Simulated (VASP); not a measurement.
# AlSi16 (a cell with a defect) in VASP: further runs

AlSi16 (a cell with a defect) is run at these levels: PBEsol; tasks: single point.

Everything below comes from runs of VASP 6.6.1. Logs are shortened: lines on timing, memory, paths and dates and some standing lists are left out, and cuts for length are marked.

## (1) The cell of the first run

The cell holds a defect, 17 atoms: a = 7.679 Å, b = 7.679 Å, c = 7.679 Å, α = 60.00°, β = 60.00°, γ = 60.00°.

## (2) Single point, PBEsol, collinear spin, zero start

INCAR

```
SYSTEM = AlSi16
PREC = Accurate
ENCUT = 520
EDIFF = 1E-7
ISMEAR = 0
SIGMA = 0.05
LREAL = Auto
LASPH = .TRUE.
NELM = 150
ALGO = Normal
ISIF = 2
LWAVE = .FALSE.
LCHARG = .FALSE.
ISPIN = 2
MAGMOM = 0 0 0 0 0 0 0 0 0 0 0 0 0 0 0 0 0
LORBIT = 11
GGA = PS
NBANDS = 52
```

KPOINTS

```
regular mesh
0
G
  2 2 2
  0 0 0
```

POSCAR

```
AlSi16
1.0
    0.0000000000      5.4300000000      5.4300000000
    5.4300000000      0.0000000000      5.4300000000
    5.4300000000      5.4300000000      0.0000000000
Si Al
16 1
Direct
    0.0020331492     -0.0124187845      0.0051436464
    0.1237634438      0.1104706262      0.1414255064
    0.0028315838     -0.0098483425      0.5034487109
    0.1237550645      0.1104650092      0.6242362799
    0.0013741252      0.4912943831      0.0051253223
    0.1326486188      0.6127753223      0.1272239411
    0.0013815838      0.4913023941      0.5020788214
    0.1236006446      0.6280680479      0.6241148250
    0.5045798343     -0.0124430018      0.0050827808
    0.6273039595      0.1166999079      0.1279363720
    0.5045899632     -0.0124395028      0.5026582873
    0.6408142726      0.1104940147      0.6242978821
    0.5036442910      0.4876610497      0.0042846225
    0.6265573665      0.6127967772      0.1272234807
    0.5045541436      0.4912399632      0.5020355433
    0.6265582873      0.6127932781      0.6332958564
    0.2529005525      1.2399558011      0.7535127072
```

Potentials or basis: VASP PAW PBE potentials, release 64 (Si, Al).

On the command line:

```
$ cat potpaw_PBE.64/Si/POTCAR potpaw_PBE.64/Al/POTCAR > POTCAR
$ mpirun -np 1 vasp_std > vasp.out
```

OUTCAR:

```text
SYSTEM = AlSi16
   PREC = Accurate
   ENCUT = 520
   EDIFF = 1E-7
   ISMEAR = 0
   LREAL = Auto
   LASPH = .TRUE.
   NELM = 150
   ISIF = 2
   ISPIN = 2
   LORBIT = 11
   GGA = PS

 ion  position               nearest neighbor table
   1  0.002  0.988  0.005-  10 2.35   6 2.35   2 2.39   4 2.39  17 2.73
   2  0.124  0.110  0.141-   3 2.27   9 2.39   5 2.39   1 2.39  17 2.43
   3  0.003  0.990  0.503-  12 2.27   2 2.27   4 2.27   8 2.27
   4  0.124  0.110  0.624-   3 2.27  11 2.39   7 2.39   1 2.39  17 2.43
   5  0.001  0.491  0.005-  14 2.35   6 2.35   2 2.39   8 2.39  17 2.73
   6  0.133  0.613  0.127-  13 2.33   1 2.35   5 2.35   7 2.35
   7  0.001  0.491  0.502-  16 2.35   6 2.35   4 2.39   8 2.39  17 2.73
   8  0.124  0.628  0.624-   3 2.27  15 2.39   5 2.39   7 2.39  17 2.43
   9  0.505  0.988  0.005-  10 2.35  14 2.35  12 2.39   2 2.39  17 2.73
  10  0.627  0.117  0.128-  13 2.33   9 2.35  11 2.35   1 2.35
  11  0.505  0.988  0.503-  10 2.35  16 2.35  12 2.39   4 2.39  17 2.73
  12  0.641  0.110  0.624-   3 2.27  15 2.39   9 2.39  11 2.39  17 2.43
  13  0.504  0.488  0.004-  10 2.33  14 2.33  16 2.33   6 2.33
  14  0.627  0.613  0.127-  13 2.33   9 2.35  15 2.35   5 2.35
  15  0.505  0.491  0.502-  14 2.35  16 2.35  12 2.39   8 2.39  17 2.73
  16  0.627  0.613  0.633-  13 2.33  11 2.35  15 2.35   7 2.35
  17  0.253  0.240  0.754-   4 2.43   2 2.43  12 2.43   8 2.43  15 2.73   5 2.73   7 2.73   1 2.73
                             9 2.73  11 2.73

  LATTYP: Found a face centered cubic cell.
 ALAT       =    10.8600000000

  Lattice vectors:

 A1 = (   0.0000000000,   5.4300000000,   5.4300000000)
 A2 = (   5.4300000000,   0.0000000000,   5.4300000000)
 A3 = (   5.4300000000,   5.4300000000,   0.0000000000)

Analysis of symmetry for initial positions (statically):
=====================================================================
 Subroutine PRICEL returns:
 Original cell was already a primitive cell.

 Routine SETGRP: Setting up the symmetry group for a
 face centered cubic supercell.

 Subroutine GETGRP returns: Found  1 space group operations
 (whereof  1 operations were pure point group operations)
 out of a pool of 48 trial point group operations.

The static configuration has the point symmetry C_1 .

Analysis of symmetry for dynamics (positions and initial velocities):
=====================================================================
 Subroutine PRICEL returns:
 Original cell was already a primitive cell.

 Routine SETGRP: Setting up the symmetry group for a
 face centered cubic supercell.

 Subroutine GETGRP returns: Found  1 space group operations
[... 176 lines left out ...]
  ---------------------------------------------------
  free energy    TOTEN  =       -92.54609382 eV

  energy without entropy =      -92.53904148  energy(sigma->0) =      -92.54256765

 E-fermi :   6.7540     XC(G=0):  -9.7878

 val. band max:        6.7538855952   @ k =   0.0000   0.0000   0.0000
 cond. band min:       6.7540771424   @ k =   0.0000   0.0000   0.0000
 fundamental gap:      0.0001915472
 Fermi energy:         6.7539815141

 spin component 1

 k-point     1 :       0.0000    0.0000    0.0000
  band No.  band energies     occupation
      1      -6.0704      1.00000
      2      -3.6049      1.00000
      3      -3.5871      1.00000
      4      -3.5868      1.00000
      5      -3.5860      1.00000
      6      -2.4570      1.00000
[... 373 lines left out ...]
     44      10.2429      0.00000
     45      10.3911      0.00000
 Fermi energy:         6.7539815141

 spin component 2

 k-point     1 :       0.0000    0.0000    0.0000
  band No.  band energies     occupation
      1      -6.0704      1.00000
      2      -3.6049      1.00000
      3      -3.5871      1.00000
      4      -3.5868      1.00000
      5      -3.5860      1.00000
      6      -2.4570      1.00000
[... 373 lines left out ...]
     44      10.2429      0.00000
     45      10.3911      0.00000
 [bands above 45 left out]

------------------------ aborting loop because EDIFF is reached ----------------------------------------

  FORCE on cell =-STRESS in cart. coord.  units (eV):
  Direction    XX          YY          ZZ          XY          YZ          ZX
  --------------------------------------------------------------------------------------
  -------------------------------------------------------------------------------------
  Total        7.2448673      7.2451364      7.2417398     -0.0153530     -0.0023455      0.0003716
  in kB       36.2502938     36.2516406     36.2346455     -0.0768198     -0.0117360      0.0018592
  external PRESSURE =      36.2455266 kB  Pullay stress =       0.0000000 kB

 VOLUME and BASIS-vectors are now :
 -----------------------------------------------------------------------------
  energy-cutoff  :      520.00
  volume of cell :      320.21
      direct lattice vectors                 reciprocal lattice vectors
     0.000000000  5.430000000  5.430000000    -0.092081031  0.092081031  0.092081031
     5.430000000  0.000000000  5.430000000     0.092081031 -0.092081031  0.092081031
     5.430000000  5.430000000  0.000000000     0.092081031  0.092081031 -0.092081031

 POSITION                                       TOTAL-FORCE (eV/Angst)
 -----------------------------------------------------------------------------------
      5.39050      0.03897      5.37361        -0.003153      0.002777      0.020880
      1.36780      1.43998      1.27189         0.001210      0.010216     -0.015505
      8.11025      2.74910      5.39190        -0.002942      0.003040     -0.002633
      3.98943      4.06159      1.27182        -0.010199     -0.000937     -0.014270
      2.69556      0.03529      2.67519        -0.019423     -0.000770      0.007323
      4.01820      1.41111      4.04765         0.011719     -0.010779     -0.017370
[... 9 lines left out ...]
      6.76626      6.84101      6.72968        -0.016256     -0.008162      0.009916
      5.39453      5.46482      2.67621         0.009646     -0.010878      0.004751
 -----------------------------------------------------------------------------------
    total drift:                               -0.003209      0.003469     -0.004545

  FREE ENERGIE OF THE ION-ELECTRON SYSTEM (eV)
  ---------------------------------------------------
  free  energy   TOTEN  =       -92.5460938217 eV

  energy  without entropy=      -92.5390414774  energy(sigma->0) =      -92.54256765

 total charge

# of ion       s       p       d       tot
------------------------------------------
    1        0.744   0.927   0.000   1.671
    2        0.759   0.948   0.000   1.707
    3        0.763   0.987   0.000   1.750
    4        0.759   0.948   0.000   1.707
    5        0.744   0.927   0.000   1.670
    6        0.747   0.947   0.000   1.694
[... 9 lines left out ...]
   16        0.747   0.947   0.000   1.694
   17        0.506   0.337   0.000   0.842
--------------------------------------------------
tot         12.492  15.433   0.000  27.925

 magnetization (x)

# of ion       s       p       d       tot
------------------------------------------
    1       -0.000   0.000   0.000  -0.000
    2        0.000  -0.000   0.000  -0.000
    3        0.000   0.000   0.000   0.000
    4        0.000  -0.000   0.000  -0.000
    5       -0.000   0.000   0.000  -0.000
    6        0.000  -0.000   0.000   0.000
[... 9 lines left out ...]
   16        0.000  -0.000   0.000   0.000
   17        0.000   0.000   0.000   0.000
--------------------------------------------------
tot         -0.000  -0.000   0.000  -0.000
```

OSZICAR:

```text
N       E                     dE             d eps       ncg     rms          rms(c)
DAV:   1     0.145120945998E+03    0.14512E+03   -0.25214E+04  1664   0.106E+03
DAV:   2    -0.811064888447E+02   -0.22623E+03   -0.21178E+03  2052   0.160E+02
DAV:   3    -0.942897669945E+02   -0.13183E+02   -0.12914E+02  2192   0.340E+01
DAV:   4    -0.945361145681E+02   -0.24635E+00   -0.24553E+00  2096   0.576E+00
DAV:   5    -0.945419145010E+02   -0.57999E-02   -0.57958E-02  2088   0.849E-01    0.147E+01
DAV:   6    -0.931211851043E+02    0.14207E+01   -0.87740E-01  1992   0.274E+00    0.882E+00
DAV:   7    -0.925429100906E+02    0.57828E+00   -0.13380E+00  1968   0.316E+00    0.837E-01
DAV:   8    -0.925457621166E+02   -0.28520E-02   -0.83496E-02  1992   0.971E-01    0.509E-01
DAV:   9    -0.925457456893E+02    0.16427E-04   -0.63342E-03  1956   0.247E-01    0.225E-01
DAV:  10    -0.925460005680E+02   -0.25488E-03   -0.49606E-04  1992   0.736E-02    0.964E-02
DAV:  11    -0.925460893793E+02   -0.88811E-04   -0.11152E-04  2060   0.377E-02    0.377E-02
DAV:  12    -0.925460927145E+02   -0.33352E-05   -0.74346E-06  2096   0.934E-03    0.160E-02
DAV:  13    -0.925460937500E+02   -0.10355E-05   -0.27555E-06  2060   0.502E-03    0.447E-03
DAV:  14    -0.925460938217E+02   -0.71705E-07   -0.47272E-07  1912   0.229E-03
   1 F= -.92546094E+02 E0= -.92542568E+02  d E =-.705234E-02  mag=    -0.0000
```

It took 4.6 min on 1 thread of Intel Xeon 6975P-C (Granite Rapids), shared host; peak memory 0.7 GiB.

What came out:

```
Free energy                                           : -92.5461 eV
Pressure                                              : 3.6 GPa
Largest force                                         : 0.024 eV/Å
Net moment                                            : 0.00 μB per cell
Valence electrons inside the program's atomic spheres : Si 1.67, 1.71, 1.75, 1.69, 1.70 (each value once); Al 0.84
```

Forces in eV/Å, atoms in the order of the input:
```
Si  -0.003  0.003  0.021
Si   0.001  0.010 -0.016
Si  -0.003  0.003 -0.003
Si  -0.010 -0.001 -0.014
Si  -0.019 -0.001  0.007
Si   0.012 -0.011 -0.017
Si   0.001  0.020  0.007
Si   0.002 -0.003 -0.002
Si   0.001 -0.017 -0.002
Si   0.000  0.000  0.004
Si   0.017 -0.001 -0.003
Si  -0.016  0.015  0.002
Si   0.010 -0.010  0.009
Si   0.007  0.016  0.009
Si   0.005 -0.005 -0.017
Si  -0.016 -0.008  0.010
Al   0.010 -0.011  0.005
```

Caveat: the k points lie up to 0.50 Å⁻¹ apart; the PAW data sets were made with another functional, which shifts forces and pressure a little.

## (3) Single point, PBEsol, collinear spin

INCAR

```
ALGO = Normal
EDIFF = 1E-6
ENCUT = 520
GGA = PS
ISIF = 2
ISMEAR = 0
ISPIN = 2
LASPH = True
LCHARG = False
LORBIT = 11
LREAL = Auto
LWAVE = False
MAGMOM = 0 0 0 0 0 0 0 0 0 0 0 0 0 0 0 0 1
NBANDS = 52
NELM = 150
PREC = Accurate
SIGMA = 0.05
```

KPOINTS

```
k-points
0
Gamma
  2 2 2
```

POSCAR

```
AlSi16
1.0
    0.0000000000      5.4300000000      5.4300000000
    5.4300000000      0.0000000000      5.4300000000
    5.4300000000      5.4300000000      0.0000000000
Si Al
16 1
Direct
   -0.0091902568      0.0030926702      0.0024553413
    0.1127490290      0.1278031352      0.1271232999
   -0.0097230877      0.0048744372      0.5018280125
    0.1128060918      0.1277656184      0.6311065106
   -0.0097770643      0.5025116178      0.0042078889
    0.1127726049      0.6317620010      0.1271148356
   -0.0096890040      0.5024603347      0.5018137070
    0.1267862638      0.6244440987      0.6237550874
    0.4874218226      0.0054205542      0.0046704929
    0.6193883750      0.1268908701      0.1262594743
    0.4874876292      0.0052874238      0.5013059836
    0.6094909287      0.1415630163      0.6238683065
    0.4874519677      0.5019277854      0.0046190739
    0.6094586279      0.6245653514      0.1408491188
    0.4891626764      0.5036570467      0.5029448235
    0.6095113653      0.6244958990      0.6238486970
    0.7382967305      0.7539533398      0.7532434462
```

Potentials or basis: VASP PAW PBE potentials, release 64 (Si, Al).

On the command line:

```
$ cat potpaw_PBE.64/Si/POTCAR potpaw_PBE.64/Al/POTCAR > POTCAR
$ mpirun -np 1 vasp_std > vasp.out
```

Run time: 4.6 min. Hardware: 1 thread of Intel Xeon 6975P-C (Granite Rapids), shared host; peak memory 0.7 GiB.

The run converged. Its results:

```yaml
Free_energy: -92.5460 eV
Pressure: 3.6 GPa
Largest_force: 0.038 eV/Å
Net_moment: 0.00 μB per cell
Valence_electrons_inside_the_program's_atomic_spheres: Si 1.70, 1.69, 1.67, 1.71, 1.75 (each value once); Al 0.84
```

Forces in eV/Å, atoms in the order of the input:
```
Si   0.014 -0.018 -0.015
Si  -0.027 -0.015 -0.014
Si   0.009 -0.010  0.000
Si   0.016  0.030 -0.017
Si   0.008  0.000 -0.009
Si   0.015 -0.016  0.028
Si   0.000 -0.011 -0.011
Si  -0.018  0.021  0.020
Si  -0.008  0.018  0.016
Si   0.003 -0.003 -0.003
Si  -0.016  0.005  0.019
Si   0.021 -0.020  0.018
Si  -0.015  0.020  0.008
Si   0.023  0.017 -0.022
Si   0.007 -0.010 -0.008
Si  -0.020 -0.018 -0.019
Al  -0.012  0.009  0.010
```

Levels at points of the mesh, in eV from the Fermi level:
Spin up:
```csv
k point,band 29,band 30,band 31,band 32,band 33,band 34,band 35,band 36,band 37,band 38
"(0.00, 0.00, 0.00)",-1.65,-1.65,-0.66,-0.65,-0.65,-0.20,-0.20,-0.19,0.00,0.00
"(0.50, 0.00, 0.00)",-1.47,-1.47,-1.31,-1.31,-0.55,0.25,0.56,0.56,0.88,0.88
"(0.00, 0.50, 0.00)",-1.48,-1.48,-1.30,-1.30,-0.56,0.25,0.56,0.56,0.88,0.89
"(0.00, 0.00, 0.50)",-1.48,-1.48,-1.30,-1.30,-0.56,0.25,0.56,0.56,0.88,0.89
"(0.50, 0.50, 0.50)",-1.48,-1.48,-1.30,-1.30,-0.56,0.25,0.56,0.56,0.88,0.89
"(0.50, 0.50, 0.00)",-2.06,-1.93,-1.92,-1.80,-0.20,0.21,1.13,1.43,1.44,1.48
"(0.00, 0.50, 0.50)",-2.06,-1.93,-1.92,-1.80,-0.20,0.21,1.13,1.44,1.44,1.48
"(0.50, 0.00, 0.50)",-2.06,-1.93,-1.92,-1.80,-0.20,0.21,1.13,1.43,1.44,1.49
```
Spin down:
```tsv
k point	band 31	band 32	band 33	band 34	band 35	band 36
(0.00, 0.00, 0.00)	-0.66	-0.65	-0.65	-0.20	-0.20	-0.19
(0.50, 0.00, 0.00)	-1.31	-1.31	-0.55	0.25	0.56	0.56
(0.00, 0.50, 0.00)	-1.30	-1.30	-0.56	0.25	0.56	0.56
(0.00, 0.00, 0.50)	-1.30	-1.30	-0.56	0.25	0.56	0.56
(0.50, 0.50, 0.50)	-1.30	-1.30	-0.56	0.25	0.56	0.56
(0.50, 0.50, 0.00)	-1.92	-1.80	-0.20	0.21	1.13	1.44
(0.00, 0.50, 0.50)	-1.92	-1.80	-0.20	0.21	1.13	1.44
(0.50, 0.00, 0.50)	-1.92	-1.80	-0.20	0.21	1.13	1.43
```

Caveat: the k points lie up to 0.50 Å⁻¹ apart; the PAW data sets were made with another functional, which shifts forces and pressure a little.
